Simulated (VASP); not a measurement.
Here is a VASP 6.6.1 calculation.

INCAR

```
PREC     = Accurate       # precision mode
ENCUT    = 1000           # plane-wave cutoff, eV
EDIFF    = 1E-6           # SCF threshold, eV
ISMEAR   = 0              # smearing method
SIGMA    = 0.02           # smearing width, eV
LREAL    = False          # projectors in reciprocal space
LASPH    = True           # aspherical terms in the spheres
NELM     = 120            # most SCF steps
ALGO     = Normal         # electronic algorithm
ISIF     = 2              # what is computed and relaxed
LWAVE    = False          # write WAVECAR
LCHARG   = True           # write CHGCAR
GGA      = PE             # functional
LELF     = True           # ELF
LVHAR    = True         
NBANDS   = 67             # bands
GGA_COMPAT= False
```

KPOINTS

```
regular mesh
0
Gamma
  3 3 3
```

File POSCAR:

```
Sn4O9
1.0
   -4.8265176369      0.0000000000      3.2381666580
    4.8265176369      0.0000000000      3.2381666580
    0.0000000000      4.8283676022     -3.2381666580
Sn O
4 9
Direct
    0.2630014977      0.7695530498      0.5131523124
    0.7370645787      0.2504636426      0.5062580568
    0.0000677740     -0.0121397853     -0.0123354320
    0.4999398359      0.5077353114      0.0075857936
   -0.1556465169      0.2314190945      0.2011901496
    0.4997213165      0.8105868541      0.3100971432
    0.9483920796      0.7521186851      0.1981100195
    0.4327476285      0.2297310700      0.1681872771
    0.5673492919      0.7360272210      0.7970273428
    0.0514833402      0.2496189469      0.8032259181
    1.0001478801      0.6835320268      0.6833475145
    0.4999774284      0.2011352593      0.7007763863
    0.1560727915      0.3572128417      0.3866590438
```

Potentials or basis: VASP PAW PBE potentials, release 64 (Sn_d, O_h).

Run with:

```sh
$ cat potpaw_PBE.64/Sn_d/POTCAR potpaw_PBE.64/O_h/POTCAR > POTCAR
$ mpirun -np 1 vasp_std > vasp.out
```

Problem. Estimate the largest force.

Solution. 0.042 eV/Å.

Problem. Estimate the band gap on the k mesh.

Solution. 0.69 eV.

Problem. What does it give for the pressure?

Solution. 10.0 GPa.

Forces in eV/Å, atoms in the order of the input:
```
Sn   0.012  0.002  0.010
Sn  -0.003  0.013 -0.014
Sn   0.009  0.005 -0.008
Sn   0.013  0.002  0.013
O    0.014 -0.038  0.007
O   -0.016 -0.010  0.003
O   -0.009  0.007 -0.002
O   -0.018  0.011  0.004
O    0.007 -0.018 -0.005
O    0.010 -0.010  0.005
O    0.005  0.003 -0.004
O    0.013  0.015  0.003
O   -0.037  0.016 -0.012
```

Caveat: the k points lie up to 0.45 Å⁻¹ apart; spin-orbit coupling is left out, which moves the levels of the heavy elements.
